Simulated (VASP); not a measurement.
# CuMo3 (Pm-3m) in VASP: a series of runs

Runs on CuMo3. Level: PBE. Tasks: single point, relaxation of cell and atoms.

All numbers are computed with VASP 6.6.1; they aren't measurements. Logs are shortened: lines on timing, memory, paths and dates and some standing lists are left out, and cuts for length are marked.

## (1) The cell of the first run

It takes space group Pm-3m (No. 221, cubic). The conventional cell has a = 3.900 Å, b = 3.900 Å, c = 3.900 Å, α = 90.00°, β = 90.00°, γ = 90.00°. Cu (site symmetry m-3m) has 12 Mo at 2.76 Å within 3.6 Å. Within 3.6 Å of Mo (site symmetry 4/mmm) lie 4 Cu at 2.76 Å and 8 Mo at 2.76 Å.

## (2) Single point, PBE

INCAR

```
  PREC = Accurate
  ENCUT = 520
  EDIFF = 1E-6
  ISMEAR = 0
  SIGMA = 0.1
  LREAL = False
  LASPH = True
  NELM = 80
  ALGO = Normal
  ISIF = 2
  LWAVE = False
  LCHARG = False
  GGA = PE
  NBANDS = 34
```

KPOINTS

```
Automatic mesh
0
Gamma
  4 4 4
```

POSCAR

```
CuMo3
1.0
    3.8995092276      0.0000000000      0.0000000000
    0.0000000000      3.8995092276      0.0000000000
    0.0000000000      0.0000000000      3.8995092276
Cu Mo
1 3
Direct
    0.0000000000      0.0000000000      0.0000000000
    0.0000000000      0.5000000000      0.5000000000
    0.5000000000      0.0000000000      0.5000000000
    0.5000000000      0.5000000000      0.0000000000
```

Potentials or basis: VASP PAW PBE potentials, release 64 (Cu, Mo_sv).

On the command line:

```console
> cat potpaw_PBE.64/Cu/POTCAR potpaw_PBE.64/Mo_sv/POTCAR > POTCAR
> mpirun -np 1 vasp_std > vasp.out
```

OUTCAR:

```text
PREC = Accurate
   ENCUT = 520
   EDIFF = 1E-6
   ISMEAR = 0
   LREAL = False
   LASPH = True
   NELM = 80
   ISIF = 2
   GGA = PE

 ion  position               nearest neighbor table
   1  0.000  0.000  0.000-   2 2.76   3 2.76   4 2.76   2 2.76   3 2.76   2 2.76   4 2.76   2 2.76
                             3 2.76   4 2.76   3 2.76   4 2.76
   2  0.000  0.500  0.500-   1 2.76   3 2.76   4 2.76   1 2.76   4 2.76   1 2.76   3 2.76   1 2.76
                             3 2.76   4 2.76   4 2.76   3 2.76
   3  0.500  0.000  0.500-   1 2.76   2 2.76   4 2.76   1 2.76   4 2.76   2 2.76   4 2.76   4 2.76
                             1 2.76   2 2.76   1 2.76   2 2.76
   4  0.500  0.500  0.000-   1 2.76   2 2.76   3 2.76   2 2.76   3 2.76   1 2.76   3 2.76   3 2.76
                             1 2.76   2 2.76   2 2.76   1 2.76

  LATTYP: Found a simple cubic cell.
 ALAT       =     3.8995092276

  Lattice vectors:

 A1 = (   3.8995092276,   0.0000000000,   0.0000000000)
 A2 = (   0.0000000000,   3.8995092276,   0.0000000000)
 A3 = (   0.0000000000,   0.0000000000,   3.8995092276)

Analysis of symmetry for initial positions (statically):
=====================================================================
 Subroutine PRICEL returns:
 Original cell was already a primitive cell.

 Routine SETGRP: Setting up the symmetry group for a
 simple cubic supercell.

 Subroutine GETGRP returns: Found 48 space group operations
 (whereof 48 operations were pure point group operations)
 out of a pool of 48 trial point group operations.

The static configuration has the point symmetry O_h .

Analysis of symmetry for dynamics (positions and initial velocities):
=====================================================================
 Subroutine PRICEL returns:
 Original cell was already a primitive cell.

 Routine SETGRP: Setting up the symmetry group for a
 simple cubic supercell.

 Subroutine GETGRP returns: Found 48 space group operations
 (whereof 48 operations were pure point group operations)
 out of a pool of 48 trial point group operations.

The dynamic configuration has the point symmetry O_h .

 Subroutine INISYM returns: Found 48 space group operations
 (whereof 48 operations are pure point group operations),
 and found     1 'primitive' translations

----------------------------------------------------------------------------------------

                                     Primitive cell

  volume of cell :      59.2966

[... 76 lines left out ...]
   NELM   =     80;   NELMIN=  2; NELMDL= -5     # of ELM steps
   EDIFF  = 0.1E-05   stopping-criterion for ELM
   LREAL  =      F    real-space projection
   EDIFFG = 0.1E-04   stopping-criterion for IOM
   NSW    =      0    number of steps for IOM
   IBRION =     -1    ionic relax: 0-MD 1-quasi-New 2-CG
   NFREE  =      0    steps in history (QN), initial steepest desc. (CG)
   ISIF   =      2    stress and relaxation
   ISYM   =      2    0-nonsym 1-usesym 2-fastsym
   POTIM  = 0.5000    time-step for ionic-motion
   TEBEG  =    0.0;   TEEND  =   0.0 temperature during run
   PSTRESS=    0.0 pullay stress
   NELECT =      53.0000    total number of electrons
   NUPDOWN=      -1.0000    fix difference up-down
   EMIN   =  10.00;   EMAX   =-10.00  energy-range for DOS
   EFERMI =   0.00;   METHOD = LEGACY
   ISMEAR =     0;   SIGMA  =   0.10  broadening in eV -4-tet -1-fermi 0-gaus
   EFERMI_NEDOS =   21; number of points for ismear=-14 and -15
   IALGO  =     38    algorithm
   IMIX   =      4    mixing-type and parameters
     AMIX     =   0.40;   BMIX     =  1.00
     AMIX_MAG =   1.60;   BMIX_MAG =  1.00
  volume/ion in A,a.u.               =      14.82       100.04
  Fermi-wavevector in a.u.,A,eV,Ry     =   1.576970  2.980042 33.835447  2.486835
  Thomas-Fermi vector in A             =   2.677723
   LORBIT       =      0    0 simple, 1 ext, 2 COOP (PROOUT), +10 PAW based schemes
   GGA     = PE    functional components
   LHFCALC =     F    Hartree Fock is set to
   AEXX    =    0.0000 exact exchange contribution
   IVDW    =     0    specifies the selected vdW correction
   LEPSILON=     F    determine dielectric tensor
   LRPA    =     F    only Hartree local field effects (RPA)
 non-spin polarized calculation
 Gauss-broadening in eV      SIGMA  =   0.10
  energy-cutoff  :      520.00
  volume of cell :       59.30
 maximum number of plane-waves:      1628
 NGX is ok and might be reduce to    30
   NGX = 15   NGY = 15   NGZ = 15

 number of electron      52.9999990 magnetization

 Free energy of the ion-electron system (eV)
  ---------------------------------------------------
  ext. energy  EPLUGINS =         0.00000000
  ---------------------------------------------------
  free energy    TOTEN  =       -35.67011151 eV

  energy without entropy =      -35.64797155  energy(sigma->0) =      -35.65904153

 E-fermi :  11.2882     XC(G=0): -13.1929

 val. band max:       11.1906931903   @ k =   0.5000   0.0000   0.0000
 cond. band min:      11.2997927481   @ k =   0.5000   0.2500   0.0000
 fundamental gap:      0.1090995578
 Fermi energy:        11.2881606542

 k-point     1 :       0.0000    0.0000    0.0000
  band No.  band energies     occupation
      1     -49.6733      2.00000
      2     -49.3722      2.00000
      3     -49.3722      2.00000
      4     -24.1570      2.00000
      5     -24.1570      2.00000
      6     -24.1570      2.00000
[... 359 lines left out ...]
     33      13.4472      0.00000
     34      15.5026      0.00000

------------------------ aborting loop because EDIFF is reached ----------------------------------------

  FORCE on cell =-STRESS in cart. coord.  units (eV):
  Direction    XX          YY          ZZ          XY          YZ          ZX
  --------------------------------------------------------------------------------------
  -------------------------------------------------------------------------------------
  Total        0.2251938      0.2251938      0.2251938      0.0000000      0.0000000     -0.0000000
  in kB        6.0846726      6.0846726      6.0846726      0.0000000      0.0000000     -0.0000000
  external PRESSURE =       6.0846726 kB  Pullay stress =       0.0000000 kB

 VOLUME and BASIS-vectors are now :
 -----------------------------------------------------------------------------
  energy-cutoff  :      520.00
  volume of cell :       59.30
      direct lattice vectors                 reciprocal lattice vectors
     3.899509228  0.000000000  0.000000000     0.256442527  0.000000000  0.000000000
     0.000000000  3.899509228  0.000000000     0.000000000  0.256442527  0.000000000
     0.000000000  0.000000000  3.899509228     0.000000000  0.000000000  0.256442527

 POSITION                                       TOTAL-FORCE (eV/Angst)
 -----------------------------------------------------------------------------------
      0.00000      0.00000      0.00000         0.000000      0.000000      0.000000
      0.00000      1.94975      1.94975         0.000000      0.000000      0.000000
      1.94975      0.00000      1.94975         0.000000      0.000000      0.000000
      1.94975      1.94975      0.00000         0.000000      0.000000      0.000000
 -----------------------------------------------------------------------------------
    total drift:                                0.000000      0.000000     -0.000000

  FREE ENERGIE OF THE ION-ELECTRON SYSTEM (eV)
  ---------------------------------------------------
  free  energy   TOTEN  =       -35.6701115118 eV

  energy  without entropy=      -35.6479715463  energy(sigma->0) =      -35.65904153
```

OSZICAR:

```text
N       E                     dE             d eps       ncg     rms          rms(c)
DAV:   1     0.672687784228E+03    0.67269E+03   -0.30566E+04   736   0.196E+03
DAV:   2     0.299891505207E+01   -0.66969E+03   -0.65258E+03   716   0.555E+02
DAV:   3    -0.383601430795E+02   -0.41359E+02   -0.38870E+02   840   0.136E+02
DAV:   4    -0.399133817470E+02   -0.15532E+01   -0.15193E+01   968   0.270E+01
DAV:   5    -0.399466686910E+02   -0.33287E-01   -0.33046E-01   808   0.337E+00    0.293E+01
DAV:   6    -0.453290118598E+02   -0.53823E+01   -0.12004E+02   726   0.207E+02    0.186E+01
DAV:   7    -0.361854702684E+02    0.91435E+01   -0.28564E+01   810   0.507E+01    0.671E+00
DAV:   8    -0.367822556893E+02   -0.59679E+00   -0.88386E+00   856   0.563E+01    0.113E+01
DAV:   9    -0.357624106940E+02    0.10198E+01   -0.75677E+00   884   0.539E+01    0.293E+00
DAV:  10    -0.357367315789E+02    0.25679E-01   -0.40958E-01   948   0.650E+00    0.201E+00
DAV:  11    -0.357010470960E+02    0.35684E-01   -0.57385E-02   914   0.302E+00    0.141E+00
DAV:  12    -0.356758009400E+02    0.25246E-01   -0.27477E-02   926   0.386E+00    0.658E-01
DAV:  13    -0.356706362852E+02    0.51647E-02   -0.12682E-02  1020   0.202E+00    0.219E-01
DAV:  14    -0.356701602448E+02    0.47604E-03   -0.17339E-03   978   0.692E-01    0.110E-01
DAV:  15    -0.356701092568E+02    0.50988E-04   -0.24778E-04   974   0.293E-01    0.716E-03
DAV:  16    -0.356701135294E+02   -0.42727E-05   -0.30533E-05   872   0.538E-02    0.148E-02
DAV:  17    -0.356701115274E+02    0.20020E-05   -0.71332E-06   746   0.629E-02    0.818E-03
DAV:  18    -0.356701115118E+02    0.15627E-07   -0.94349E-07   356   0.937E-03
   1 F= -.35670112E+02 E0= -.35659042E+02  d E =-.221400E-01
```

stdout:

```text
POSCAR found type information on POSCAR CuMo
 POSCAR found :  2 types and       4 ions
 scaLAPACK will be used
 LDA part: xc-table for (Slater+PW92), standard interpolation
 POSCAR, INCAR and KPOINTS ok, starting setup
 FFT: planning ... GRIDC
 FFT: planning ... GRID_SOFT
 FFT: planning ... GRID
 WAVECAR not read
 entering main loop
```

Run time: 27 s. Hardware: 1 thread of AMD EPYC 7R13 (Zen 3), shared host; peak memory 0.14 GiB.

What came out:

* Free energy: -35.6701 eV
* Pressure: 0.6 GPa

Caveat: the k points lie up to 0.40 Å⁻¹ apart.

## (3) Single point, PBE

This run uses another cell than the first one, of 16.93 Å³/atom, 1.142 times its volume.

INCAR

```
ALGO = Fast
EDIFF = 1E-6
ENCUT = 520
GGA = PE
ISIF = 2
ISMEAR = 0
LASPH = T
LCHARG = T
LELF = T
LREAL = F
LVHAR = T
LWAVE = F
NBANDS = 34
NELM = 100
PREC = Accurate
SIGMA = 0.1
```

KPOINTS

```
k-points
0
Gamma
  4 4 4
```

POSCAR

```
CuMo3
1.0
    4.0760596700      0.0000000000      0.0000000000
    0.0000000000      4.0760596700      0.0000000000
    0.0000000000      0.0000000000      4.0760596700
Cu Mo
1 3
Direct
    0.0000000000      0.0000000000      0.0000000000
    0.0000000000      0.5000000000      0.5000000000
    0.5000000000      0.0000000000      0.5000000000
    0.5000000000      0.5000000000      0.0000000000
```

Potentials or basis: VASP PAW PBE potentials, release 64 (Cu, Mo_sv).

On the command line:

```console
> cat potpaw_PBE.64/Cu/POTCAR potpaw_PBE.64/Mo_sv/POTCAR > POTCAR
> mpirun -np 1 vasp_std > vasp.out
```

Run time: 32 s. Hardware: 1 thread of AMD EPYC 7R13 (Zen 3), shared host; peak memory 0.14 GiB.

Results (log left out):

```yaml
Free_energy: -35.0220 eV
Pressure: -22.4 GPa
```

Levels at points of the mesh, in eV from the Fermi level:
```
           k point  band 23  band 24  band 25  band 26  band 27  band 28  band 29  band 30
(0.00, 0.00, 0.00)    -1.32    -1.32     1.22     1.22     1.22     2.42     2.42     2.64
(0.50, 0.00, 0.00)    -2.09    -0.49    -0.49    -0.48    -0.10     0.44     0.73     0.95
(0.50, 0.50, 0.00)    -1.84    -1.75    -1.75    -0.30    -0.30     0.43     0.43     0.43
(0.50, 0.50, 0.50)    -0.94    -0.94     0.39     0.39     0.39     1.08     1.08     1.08
```

Caveat: the k points lie up to 0.39 Å⁻¹ apart.

## (4) Relaxation of cell and atoms, PBE

This run uses another cell than the first one, of 16.93 Å³/atom, 1.142 times its volume.

INCAR

```
SYSTEM = CuMo3
PREC = Accurate
ENCUT = 600
EDIFF = 1E-6
ISMEAR = 0
SIGMA = 0.1
LREAL = .False.
LASPH = .True.
NELM = 100
ALGO = Normal
ISIF = 3
LWAVE = .False.
LCHARG = .False.
GGA = PE
IBRION = 2
NSW = 90
EDIFFG = -0.04
```

KPOINTS

```
regular mesh
0
Gamma
  4 4 4
  0 0 0
```

POSCAR is that of step 3.

On the command line:

```console
> cat potpaw_PBE.64/Cu/POTCAR potpaw_PBE.64/Mo_sv/POTCAR > POTCAR
> mpirun -np 1 vasp_std > vasp.out
```

Run time: 3.3 min. Hardware: 1 thread of AMD EPYC 7R13 (Zen 3), shared host; peak memory 0.2 GiB.

The run converged. Its results:

```yaml
Free_energy: -35.6768 eV
Relaxed_volume: 14.85 Å³/atom
Relaxed_cell: a = 3.902 Å, b = 3.902 Å, c = 3.902 Å, α = 90.00°, β = 90.00°, γ = 90.00°
Space_group_after_relaxing_to_0.05_Å: Pm-3m (No. 221)
Energy_gained_by_relaxing: 163.8 meV/atom
Ionic_steps: 5
Pressure_after_relaxing: 0.1 GPa
```

Step by step:
| step | energy change (eV) | largest force (eV/Å) | pressure (GPa) | volume (Å³) |
| --- | --- | --- | --- | --- |
| 1 | 0.0000 | 0.0000 | -22.28 | 67.72 |
| 2 | 2.0761 | 0.0000 | 87.53 | 47.17 |
| 3 | -0.6513 | 0.0000 | -2.04 | 60.00 |
| 4 | -0.6549 | 0.0000 | -0.69 | 59.60 |
| 5 | -0.6552 | 0.0000 | 0.09 | 59.40 |

Final structure:
```xyz
4
Lattice="3.9018 0.0000 0.0000 0.0000 3.9018 0.0000 0.0000 0.0000 3.9018" Properties=species:S:1:pos:R:3 pbc="T T T"
Cu    0.0000    0.0000    0.0000
Mo    0.0000    1.9509    1.9509
Mo    1.9509    0.0000    1.9509
Mo    1.9509    1.9509    0.0000
```

Levels at points of the mesh, in eV from the Fermi level:
| k point | band 24 | band 25 | band 26 | band 27 | band 28 | band 29 |
| --- | --- | --- | --- | --- | --- | --- |
| (0.00, 0.00, 0.00) | -1.49 | 1.47 | 1.47 | 1.47 | 2.92 | 2.97 |
| (0.50, 0.00, 0.00) | -0.53 | -0.52 | -0.52 | -0.10 | 0.50 | 0.88 |
| (0.50, 0.50, 0.00) | -2.11 | -2.10 | -0.33 | -0.33 | 0.46 | 0.46 |
| (0.50, 0.50, 0.50) | -1.14 | 0.45 | 0.45 | 0.45 | 1.28 | 1.28 |

Caveat: the k points lie up to 0.40 Å⁻¹ apart in the final cell.

## (5) Overview

```tsv
task	cell	cutoff (eV)	gap on the mesh (eV)	pressure (GPa)
single point	a = 3.900 Å, 4 atoms	520	none	0.6
single point	a = 4.076 Å, 4 atoms	520	none	-22.4
relaxation of cell and atoms	relaxed from a = 4.076 Å, 4 atoms	600	none	0.1
```

Alike in all rows: level PBE; potentials or basis VASP PAW PBE potentials, release 64 (Cu, Mo_sv); no spin polarisation; k mesh 4 × 4 × 4; smearing gaussian 0.1 eV.

Caveats: all runs use coarse meshes.

Absolute energies hang on the potentials; compare differences alone.
